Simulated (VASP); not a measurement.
Runs of VASP 6.6.1 on SiO2. The structure is that of space group P4_2/mnm (No. 136), or close to it. The cells are those of the table. 

| cell | gap on the mesh (eV) | pressure (GPa) | largest force (eV/Å) |
| --- | --- | --- | --- |
| a = 4.236, b = 4.067, c = 2.690 Å, 6 atoms | 5.64 | 12.5 | 0.42 |
| a = 4.236, b = 4.194, c = 2.690 Å, 6 atoms | 5.18 | 3.0 | 0.13 |
| a = 4.236, b = 4.109, c = 2.690 Å, 6 atoms | 5.48 | 9.1 | 0.33 |
| a = 4.236, b = 4.363, c = 2.690 Å, 6 atoms | 4.56 | -7.4 | 0.33 |
| a = 4.236, b = 4.321, c = 2.690 Å, 6 atoms | 4.72 | -5.1 | 0.21 |
| a = 4.236, b = 4.278, c = 2.690 Å, 6 atoms | 4.87 | -2.5 | 0.09 |
| a = 4.236, b = 4.406, c = 2.690 Å, 6 atoms | 4.41 | (b) | 0.45 |
| a = 4.236, b = 4.384, c = 2.690 Å, 6 atoms | 4.49 | -8.6 | 0.39 |
| a = 4.236, b = 4.151, c = 2.690 Å, 6 atoms | 5.33 | (a) | 0.23 |

Alike in all rows: task single point; level PBE; potentials or basis VASP PAW PBE potentials, release 64 (Si, O); no spin polarisation; k mesh 6 × 6 × 8; cutoff (eV) 520; smearing gaussian 0.05 eV.

Estimate the missing entries.

(a) 5.9; (b) -9.7.

Caveats: the stress differs along the axes, from 8 to 21 GPa (at least some runs); the stress differs along the axes, from 5 to 16 GPa (at least some runs); the stress differs along the axes, from -14 to -4 GPa (at least some runs); the stress differs along the axes, from -9 to -3 GPa (at least some runs); the stress differs along the axes, from -18 to -6 GPa (at least some runs); the stress differs along the axes, from -16 to -5 GPa (at least some runs); the stress differs along the axes, from 3 to 10 GPa (at least some runs).

A k mesh can miss the band edges.
